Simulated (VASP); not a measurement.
# CdSe (F-43m) in VASP: notebook

The runs below take CdSe through relaxation of cell and atoms, single point, with LDA.

Everything below comes from runs of VASP 6.6.1. Logs are shortened: lines on timing, memory, paths and dates and some standing lists are left out, and cuts for length are marked.

### Step 1. The cell of the first run

Symmetry: F-43m, No. 216, cubic system. Conventional cell: a = 6.008 Å, b = 6.008 Å, c = 6.008 Å, α = 90.00°, β = 90.00°, γ = 90.00°. Within 3.4 Å of Cd (site symmetry -43m) lie 4 Se at 2.60 Å. Se (site symmetry -43m) has 4 Cd at 2.60 Å within 3.4 Å.

### Step 2. Relaxation of cell and atoms, LDA, target pressure 15 GPa, at which the enthalpy is minimised

File INCAR:

```
PREC = Accurate
ENCUT = 600
EDIFF = 1E-7
ISMEAR = 0
SIGMA = 0.01
LREAL = False
LASPH = True
NELM = 60
ALGO = Normal
ISIF = 3
LWAVE = False
LCHARG = False
IBRION = 2
NSW = 100
EDIFFG = -0.002
PSTRESS = 150.0
```

File KPOINTS:

```
regular mesh
0
Gamma
  6 6 6
```

File POSCAR:

```
CdSe
1.0
    0.0000000000      3.0039652174      3.0039652174
    3.0039652174      0.0000000000      3.0039652174
    3.0039652174      3.0039652174      0.0000000000
Cd Se
1 1
Direct
    0.0000000000      0.0000000000      0.0000000000
    0.7500000000      0.7500000000      0.7500000000
```

Potentials or basis: VASP PAW LDA potentials, release 64 (Cd, Se).

Command:

```sh
> cat potpaw_LDA.64/Cd/POTCAR potpaw_LDA.64/Se/POTCAR > POTCAR
> mpirun -np 1 vasp_std > vasp.out
```

OUTCAR:

```text
PREC = Accurate
   ENCUT = 600
   EDIFF = 1E-7
   ISMEAR = 0
   LREAL = False
   LASPH = True
   NELM = 60
   ISIF = 3
   IBRION = 2
   NSW = 100
   EDIFFG = -0.002
   PSTRESS = 150.0

 ion  position               nearest neighbor table
   1  0.000  0.000  0.000-   2 2.60   2 2.60   2 2.60   2 2.60
   2  0.750  0.750  0.750-   1 2.60   1 2.60   1 2.60   1 2.60

  LATTYP: Found a face centered cubic cell.
 ALAT       =     6.0079304348

  Lattice vectors:

 A1 = (   0.0000000000,   3.0039652174,   3.0039652174)
 A2 = (   3.0039652174,   0.0000000000,   3.0039652174)
 A3 = (   3.0039652174,   3.0039652174,   0.0000000000)

Analysis of symmetry for initial positions (statically):
=====================================================================
 Subroutine PRICEL returns:
 Original cell was already a primitive cell.

 Routine SETGRP: Setting up the symmetry group for a
 face centered cubic supercell.

 Subroutine GETGRP returns: Found 24 space group operations
 (whereof 24 operations were pure point group operations)
 out of a pool of 48 trial point group operations.

The static configuration has the point symmetry T_d .

Analysis of symmetry for dynamics (positions and initial velocities):
=====================================================================
 Subroutine PRICEL returns:
 Original cell was already a primitive cell.

 Routine SETGRP: Setting up the symmetry group for a
 face centered cubic supercell.

 Subroutine GETGRP returns: Found 24 space group operations
 (whereof 24 operations were pure point group operations)
 out of a pool of 48 trial point group operations.

The dynamic configuration has the point symmetry T_d .

 Subroutine INISYM returns: Found 24 space group operations
 (whereof 24 operations are pure point group operations),
 and found     1 'primitive' translations

----------------------------------------------------------------------------------------

                                     Primitive cell

  volume of cell :      54.2144

  direct lattice vectors                    reciprocal lattice vectors
     0.000000000  3.003965217  3.003965217    -0.166446668  0.166446668  0.166446668
     3.003965217  0.000000000  3.003965217     0.166446668 -0.166446668  0.166446668
     3.003965217  3.003965217  0.000000000     0.166446668  0.166446668 -0.166446668

  length of vectors
     4.248248351  4.248248351  4.248248351     0.288294085  0.288294085  0.288294085

  position of ions in fractional coordinates (direct lattice)
     0.000000000  0.000000000  0.000000000
     0.750000000  0.750000000  0.750000000

  ion indices of the primitive-cell ions
   primitive index   ion index
                 1           1
                 2           2

----------------------------------------------------------------------------------------

 KPOINTS: regular mesh

Automatic generation of k-mesh.
 Grid dimensions read from file:
 generate k-points for:    6    6    6

 Generating k-lattice:

  Cartesian coordinates                     Fractional coordinates (reciprocal lattice)
    -0.027741111  0.027741111  0.027741111     0.166666667  0.000000000  0.000000000
     0.027741111 -0.027741111  0.027741111     0.000000000  0.166666667  0.000000000
     0.027741111  0.027741111 -0.027741111     0.000000000  0.000000000  0.166666667

  Length of vectors
     0.048049014  0.048049014  0.048049014

  Shift w.r.t. Gamma in fractional coordinates (k-lattice)
     0.000000000  0.000000000  0.000000000

 Subroutine IBZKPT returns following result:
 ===========================================

 Found     16 irreducible k-points:

 Following reciprocal coordinates:
            Coordinates               Weight
  0.000000  0.000000  0.000000      1.000000
  0.166667  0.000000  0.000000      8.000000
  0.333333  0.000000  0.000000      8.000000
  0.500000  0.000000  0.000000      4.000000
  0.166667  0.166667  0.000000      6.000000
  0.333333  0.166667  0.000000     24.000000
[... 8 lines left out ...]
 -0.333333  0.333333  0.166667     24.000000
 -0.333333  0.500000  0.166667     12.000000
   k-points           NKPTS =     16   k-points in BZ     NKDIM =     16   number of bands    NBANDS=     13
   number of dos      NEDOS =    301   number of ions     NIONS =      2
   total plane-waves  NPLWV =  46656
   dimension x,y,z NGX =    36 NGY =   36 NGZ =   36
   dimension x,y,z NGXF=    72 NGYF=   72 NGZF=   72
   ions per type =               1   1
   NGX,Y,Z   is equivalent  to a cutoff of  14.09, 14.09, 14.09 a.u.
   NGXF,Y,Z  is equivalent  to a cutoff of  28.18, 28.18, 28.18 a.u.
 SYSTEM =  unknown system
   PREC   = accura    normal or accurate (medium, high low for compatibility)
   ISTART =      0    job   : 0-new  1-cont  2-samecut
   ICHARG =      2    charge: 1-file 2-atom 10-const
   ISPIN  =      1    spin polarized calculation?
   LNONCOLLINEAR =      F non collinear calculations
   LSORBIT =      F    spin-orbit coupling
   LASPH  =      T    aspherical Exc in radial PAW
   ENCUT  =  600.0 eV  44.10 Ry    6.64 a.u.   8.48  8.48  8.48*2*pi/ulx,y,z
   NELM   =     60;   NELMIN=  2; NELMDL= -5     # of ELM steps
   EDIFF  = 0.1E-06   stopping-criterion for ELM
   LREAL  =      F    real-space projection
   EDIFFG = -.2E-02   stopping-criterion for IOM
   NSW    =    100    number of steps for IOM
   IBRION =      2    ionic relax: 0-MD 1-quasi-New 2-CG
   NFREE  =      1    steps in history (QN), initial steepest desc. (CG)
   ISIF   =      3    stress and relaxation
   ISYM   =      2    0-nonsym 1-usesym 2-fastsym
   POTIM  = 0.5000    time-step for ionic-motion
   TEBEG  =    0.0;   TEEND  =   0.0 temperature during run
   PSTRESS=  150.0 pullay stress
   NELECT =      18.0000    total number of electrons
   NUPDOWN=      -1.0000    fix difference up-down
   EMIN   =  10.00;   EMAX   =-10.00  energy-range for DOS
   EFERMI =   0.00;   METHOD = LEGACY
   ISMEAR =     0;   SIGMA  =   0.01  broadening in eV -4-tet -1-fermi 0-gaus
   EFERMI_NEDOS =   21; number of points for ismear=-14 and -15
   IALGO  =     38    algorithm
   IMIX   =      4    mixing-type and parameters
     AMIX     =   0.40;   BMIX     =  1.00
     AMIX_MAG =   1.60;   BMIX_MAG =  1.00
  volume/ion in A,a.u.               =      27.11       182.93
  Fermi-wavevector in a.u.,A,eV,Ry     =   1.133602  2.142198 17.484227  1.285054
  Thomas-Fermi vector in A             =   2.270305
   LORBIT       =      0    0 simple, 1 ext, 2 COOP (PROOUT), +10 PAW based schemes
   GGA     = CA    functional components
   LHFCALC =     F    Hartree Fock is set to
   AEXX    =    0.0000 exact exchange contribution
   IVDW    =     0    specifies the selected vdW correction
   LEPSILON=     F    determine dielectric tensor
   LRPA    =     F    only Hartree local field effects (RPA)
 conjugate gradient relaxation of ions
 non-spin polarized calculation
 Gauss-broadening in eV      SIGMA  =   0.01
  energy-cutoff  :      600.00
  volume of cell :       54.21
 maximum number of plane-waves:      1821
 NGX is ok and might be reduce to    36
   NGX = 17   NGY = 17   NGZ = 17

--------------------------------------- Ionic step        1  -------------------------------------------

 number of electron      18.0000002 magnetization

 Free energy of the ion-electron system (eV)
  ---------------------------------------------------
  ext. energy  EPLUGINS =         0.00000000
  ---------------------------------------------------
  free energy    TOTEN  =        -6.75605315 eV

  energy without entropy =       -6.75605315  energy(sigma->0) =       -6.75605315

 E-fermi :   1.1925     XC(G=0):  -9.4535

 val. band max:        1.1256612035   @ k =   0.0000   0.0000   0.0000
 cond. band min:       1.5609944674   @ k =   0.0000   0.0000   0.0000
 fundamental gap:      0.4353332639
 Fermi energy:         1.1925202809

 k-point     1 :       0.0000    0.0000    0.0000
  band No.  band energies     occupation
      1     -11.7360      2.00000
      2      -6.9678      2.00000
      3      -6.9678      2.00000
      4      -6.9678      2.00000
      5      -6.5474      2.00000
      6      -6.5474      2.00000
      7       1.1257      2.00000
      8       1.1257      2.00000
      9       1.1257      2.00000
     10       1.5610      0.00000
     11       6.9168      0.00000
     12       6.9168      0.00000
     13       6.9168      0.00000

 k-point     2 :       0.1667    0.0000    0.0000
  band No.  band energies     occupation
      1     -11.6342      2.00000
      2      -6.9356      2.00000
      3      -6.9356      2.00000
      4      -6.8784      2.00000
      5      -6.5487      2.00000
      6      -6.5487      2.00000
      7      -0.7065      2.00000
      8       0.8944      2.00000
      9       0.8944      2.00000
     10       2.9346      0.00000
     11       6.6899      0.00000
[... 443 lines left out ...]
  FREE ENERGIE OF THE ION-ELECTRON SYSTEM (eV)
  ---------------------------------------------------
  free  energy   TOTEN  =        -6.4208492103 eV

  energy  without entropy=       -6.4208492103  energy(sigma->0) =       -6.42084921

  enthalpy is  TOTEN    =        -2.1076424945 eV   P V=        4.3132067158

--------------------------------------- Ionic step        7  -------------------------------------------

 number of electron      18.0000001 magnetization

 Free energy of the ion-electron system (eV)
  ---------------------------------------------------
  ext. energy  EPLUGINS =         0.00000000
  ---------------------------------------------------
  free energy    TOTEN  =        -6.41327181 eV

  energy without entropy =       -6.41327181  energy(sigma->0) =       -6.41327181

 E-fermi :   2.7612     XC(G=0): -10.2106

 val. band max:        2.7148045317   @ k =   0.0000   0.0000   0.0000
 cond. band min:       3.4759060887   @ k =   0.0000   0.0000   0.0000
 fundamental gap:      0.7611015570
 Fermi energy:         2.7611667698

 k-point     1 :       0.0000    0.0000    0.0000
  band No.  band energies     occupation
      1     -11.3084      2.00000
      2      -6.2032      2.00000
      3      -6.2032      2.00000
      4      -6.2032      2.00000
      5      -5.5603      2.00000
      6      -5.5603      2.00000
      7       2.7148      2.00000
      8       2.7148      2.00000
      9       2.7148      2.00000
     10       3.4759      0.00000
     11       8.4248      0.00000
     12       8.4248      0.00000
     13       8.4248      0.00000

 k-point     2 :       0.1667    0.0000    0.0000
  band No.  band energies     occupation
      1     -11.1640      2.00000
      2      -6.1549      2.00000
      3      -6.1549      2.00000
      4      -6.1045      2.00000
      5      -5.5634      2.00000
      6      -5.5634      2.00000
      7       0.6503      2.00000
      8       2.3966      2.00000
      9       2.3966      2.00000
     10       4.8233      0.00000
     11       8.3521      0.00000
[... 246 lines left out ...]
 POSITION                                       TOTAL-FORCE (eV/Angst)
 -----------------------------------------------------------------------------------
      0.00000      0.00000      0.00000        -0.000000     -0.000000     -0.000000
      4.26545      4.26545      4.26545         0.000000      0.000000      0.000000
 -----------------------------------------------------------------------------------
    total drift:                               -0.000000     -0.000000     -0.000000

  FREE ENERGIE OF THE ION-ELECTRON SYSTEM (eV)
  ---------------------------------------------------
  free  energy   TOTEN  =        -6.4132718089 eV

  energy  without entropy=       -6.4132718089  energy(sigma->0) =       -6.41327181

  enthalpy is  TOTEN    =        -2.1076980322 eV   P V=        4.3055737767

 reached required accuracy - stopping structural energy minimisation
```

It took 29 s on 1 thread of Intel Xeon 6975P-C (Granite Rapids), shared host; peak memory 0.18 GiB.

Results:

```
Free energy                                            : -6.4133 eV
Relaxed volume                                         : 22.99 Å³/atom
Relaxed cell                                           : a = 4.022 Å, b = 4.022 Å, c = 4.022 Å, α = 60.00°, β = 60.00°, γ = 60.00°
Space group after relaxing (to 0.05 Å)                 : F-43m (No. 216)
Energy change on relaxing (the enthalpy is what falls) : +171.4 meV/atom
Ionic steps                                            : 7
Pressure after relaxing                                : 15.0 GPa
Band gap on the k mesh                                 : 0.76 eV, direct
```

The path:
| step | energy change (eV) | largest force (eV/Å) | pressure (GPa) | volume (Å³) |
| --- | --- | --- | --- | --- |
| 1 | 0.0000 | 0.0000 | 0.45 | 54.21 |
| 2 | 2.1151 | 0.0000 | 55.79 | 37.11 |
| 3 | 0.3065 | 0.0000 | 13.95 | 46.39 |
| 4 | 0.3344 | 0.0000 | 14.76 | 46.08 |
| 5 | 0.3488 | 0.0000 | 15.17 | 45.93 |
| 6 | 0.3352 | 0.0000 | 14.78 | 46.07 |
| 7 | 0.3428 | 0.0000 | 15.00 | 45.99 |

Final structure:
```
Cd Se
1.0
     0.00000    2.84363    2.84363
     2.84363    0.00000    2.84363
     2.84363    2.84363    0.00000
Cd Se
1 1
Direct
  0.00000 0.00000 0.00000
  0.75000 0.75000 0.75000
```

Levels at points of the mesh, in eV from the valence-band top:
```csv
k point,band 6,band 7,band 8,band 9,band 10,band 11,band 12,band 13
"(0.00, 0.00, 0.00)",-8.28,0.00,0.00,0.00,0.76,5.71,5.71,5.71
"(0.50, 0.00, 0.00)",-7.80,-5.86,-1.11,-1.11,2.39,6.29,6.29,7.61
"(0.50, 0.50, 0.00)",-7.71,-5.18,-2.70,-2.70,2.50,3.64,9.98,11.24
```

Caveat: the cell is relaxed towards a set pressure, so the enthalpy falls and the energy may rise; the volume moved by over 15 % at a fixed basis, so the end points are rough.

(Continued in part 2 of 2.)
